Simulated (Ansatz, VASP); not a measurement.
# One calculation of Al, two programs

```
Al
1.0
     2.81246    0.00000    0.00000
    -1.40623    2.43566    0.00000
     0.00000    0.00000    4.86685
Al
2
Direct
  0.75904 0.51809 0.75000
  0.33333 0.66667 0.25000
```

Alike in both runs: task single point; functional PBEsol; k mesh 18 × 18 × 10; occupations gaussian, width 0.15 eV; no spin polarisation.

|  | VASP | Ansatz |
| --- | --- | --- |
| version | VASP 6.6.1 | Ansatz 0.2.0 |
| potentials or method | VASP PAW PBE potentials, release 64 (Al), cutoff 520 eV | scalar-relativistic, plane waves, PAW |
| valence electrons in the cell | 6 | 6 |

VASP gave:

```
gap on the k mesh at the Fermi level (eV)                     : none
pressure (GPa)                                                : -0.5
traceless stress, the component that is largest in VASP (GPa) : -0.25
rms of the force components (eV/Å)                            : 0.080
```

**Question.** Which values does Ansatz return?

**Answer.** gap on the k mesh at the Fermi level (eV): none; pressure (GPa): -0.6; traceless stress, the component that is largest in VASP (GPa): -0.24; rms of the force components (eV/Å): 0.080.

VASP's potentials were made for PBE, not for PBEsol. Atom by atom the forces differ by 0.000 eV/Å (rms over components). A gap of «none» marks a metal or a gap that the smearing closes.
